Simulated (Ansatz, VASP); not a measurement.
# Two plane-wave programs on Ba

```
Ba
1.0
    -2.40575    2.40575    2.40575
     2.40575   -2.40575    2.40575
     2.40575    2.40575   -2.40575
Ba
1
Direct
  0.00000 0.00000 0.00000
```

Alike in both runs: task single point; functional PBEsol; k mesh 15 × 15 × 15; occupations fermi-dirac, width 0.1 eV; no spin polarisation.

```csv
,VASP,Ansatz
version,VASP 6.6.1,Ansatz 0.2.0
potentials or method,"VASP PAW PBE potentials, release 64 (Ba_sv), cutoff 520 eV","plane waves (420 eV) with PAW, scalar-relativistic"
valence electrons in the cell,10,10
```

VASP gave:

* pressure (GPa): 0.5

Problem. Which values does Ansatz return?

Solution. Pressure (GPa): 0.4.

VASP's potentials were made for PBE, not for PBEsol, and Ansatz warns of the same on its side.

Spin-orbit coupling is off throughout.
